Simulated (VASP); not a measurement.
A run of VASP 6.6.1 is set up as follows.

Contents of INCAR:

```
SYSTEM = MoS2
PREC = Accurate ; ENCUT = 520
EDIFF = 1E-7 ; ISMEAR = 0
SIGMA = 0.15 ; LREAL = .False.
LASPH = .True. ; NELM = 60
ALGO = Fast ; ISIF = 2
LWAVE = .False. ; LCHARG = .True.
GGA = PS ; IVDW = 12
LELF = .True. ; LVHAR = .True.
NBANDS = 49
```

Contents of KPOINTS:

```
Automatic mesh
0
Gamma
  14 14 3
  0 0 0
```

Contents of POSCAR:

```
MoS2
1.0
   -3.0798097231      0.0000000000      0.0000000000
   -1.5399048616     -2.6671934590      0.0000000000
   -1.8478858339     -1.0668773836     17.7411508765
Mo S
3 6
Direct
    0.6013282800      0.6013282800      0.1633459667
    0.6732557853     -0.3267442147      0.8168605366
    0.1372920327      0.1372920327      0.4901032517
    0.3036284349      0.3036284349      0.9075955793
    0.7676646822     -0.2323353178      0.5808382944
    0.2317009295      0.2317009295      0.2540810095
    0.5069193831      0.5069193831      0.3993682090
    0.9709556304     -0.0290443696      0.0726109240
    0.0428831358      0.0428831358      0.7261254939
```

Potentials or basis: VASP PAW PBE potentials, release 64 (Mo_sv, S).

The run is started by

```bash
$ cat potpaw_PBE.64/Mo_sv/POTCAR potpaw_PBE.64/S/POTCAR > POTCAR
$ mpirun -np 1 vasp_std > vasp.out
```

**Question.** Predict the pressure.

**Answer.** -0.1 GPa.

**Question.** Predict the dispersion energy per atom.

**Answer.** -0.406 eV.

**Question.** Estimate the largest force.

**Answer.** 0.178 eV/Å.

**Question.** Estimate the band gap on the k mesh.

**Answer.** Zero (bands 39 and 40 overlap by 0.58 eV).

Forces on the atoms (eV/Å):
```
Mo   0.017  0.010 -0.177
Mo  -0.017 -0.010  0.177
Mo   0.000  0.000  0.000
S   -0.031 -0.018  0.000
S   -0.001  0.000  0.011
S   -0.002 -0.001  0.070
S    0.001  0.000 -0.011
S    0.031  0.018  0.000
S    0.002  0.001 -0.070
```

Caveat: the PAW data sets were made with another functional, which shifts forces and pressure a little.
